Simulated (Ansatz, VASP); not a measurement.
**One calculation of GaN, two programs**

POSCAR

```
GaN
1.0
    0.0000000000      2.2368082798      2.2368082798
    2.2368082798      0.0000000000      2.2368082798
    2.2368082798      2.2368082798      0.0000000000
Ga N
1 1
Direct
    0.0000000000      0.0000000000      0.0000000000
    0.7500000000      0.7500000000      0.7500000000
```

INCAR.step1

```
SYSTEM = GaN
PREC     = Accurate       ! precision mode
ENCUT    = 520            ! plane-wave cutoff, eV
ISMEAR   = 0              ! smearing method
SIGMA    = 0.01           ! smearing width, eV
LREAL    = .False.        ! projectors in reciprocal space
LASPH    = .True.         ! aspherical terms in the spheres
NELM     = 60             ! most SCF steps
NBANDS   = 16             ! bands
GGA      = PE             ! functional
ALGO     = Normal         ! electronic algorithm
EDIFF    = 1E-4           ! SCF threshold, eV
LWAVE    = .True.         ! write WAVECAR
LCHARG   = .False.        ! write CHGCAR
```

File INCAR.step2:

```
SYSTEM = GaN
PREC     = Accurate       ! precision mode
ENCUT    = 520            ! plane-wave cutoff, eV
EDIFF    = 1E-6           ! SCF threshold, eV
ISMEAR   = 0              ! smearing method
SIGMA    = 0.01           ! smearing width, eV
LREAL    = .False.        ! projectors in reciprocal space
LASPH    = .True.         ! aspherical terms in the spheres
NELM     = 60             ! most SCF steps
ALGO     = Normal         ! electronic algorithm
ISIF     = 2              ! what is computed and relaxed
LWAVE    = .False.        ! write WAVECAR
LCHARG   = .True.         ! write CHGCAR
METAGGA  = R2SCAN         ! meta-GGA
LMIXTAU  = .True.       
LELF     = .True.         ! ELF
LVHAR    = .True.       
NBANDS   = 16             ! bands
ISTART   = 1
```

The input KPOINTS:

```
regular mesh
0
Gamma
  10 10 10
  0 0 0
```

Input for Ansatz:

```yaml
crystal:
  lattice:
    - [0.0, 2.2368082798, 2.2368082798]
    - [2.2368082798, 0.0, 2.2368082798]
    - [2.2368082798, 2.2368082798, 0.0]
  atoms:
    - { symbol: Ga, position: [0.0, 0.0, 0.0] }
    - { symbol: "N", position: [0.75, 0.75, 0.75] }
kpoints:
  mp_grid: { grid: [10, 10, 10] }
  band_path:
    path:
      - [0.0, 0.0, 0.0]
      - [-0.5, -0.5, 0.0]
      - [-0.375, -0.375, 0.25]
      - [-0.375, 0.0, 0.375]
      - [0.0, 0.0, 0.5]
      - [-0.5, -0.25, 0.25]
    npoints: 1
hamiltonian:
  xc: r2scan
scf:
  occupations: { method: fixed }
  n_extra_bands: 4
output:
  forces: true
  stress: true
  eigenvalues: true
  write_density: true
  write_potential: true
  elf: true
  volumetric_format: npy
```

Change from the starting cell: hydrostatic strain -0.5%.

Alike in both runs: task single point; functional r2SCAN; k mesh 10 × 10 × 10; no spin polarisation.

|  | VASP | Ansatz |
| --- | --- | --- |
| version | VASP 6.6.1 | Ansatz 0.2.0 |
| potentials or method | VASP PAW PBE potentials, release 64 (Ga_d, N) | plane waves, PAW |
| plane-wave cutoff (eV) | 520 | 500 |
| occupations | gaussian, width 0.01 eV | fixed |
| valence electrons in the cell | 18 | 18 |

```csv
,VASP,Ansatz,Ansatz less VASP
gap on the k mesh at the Fermi level (eV),2.27,2.28,+0.009
pressure (GPa),4.5,3.3,-1.16
```

VASP's potentials were made for PBE, not for r2SCAN.
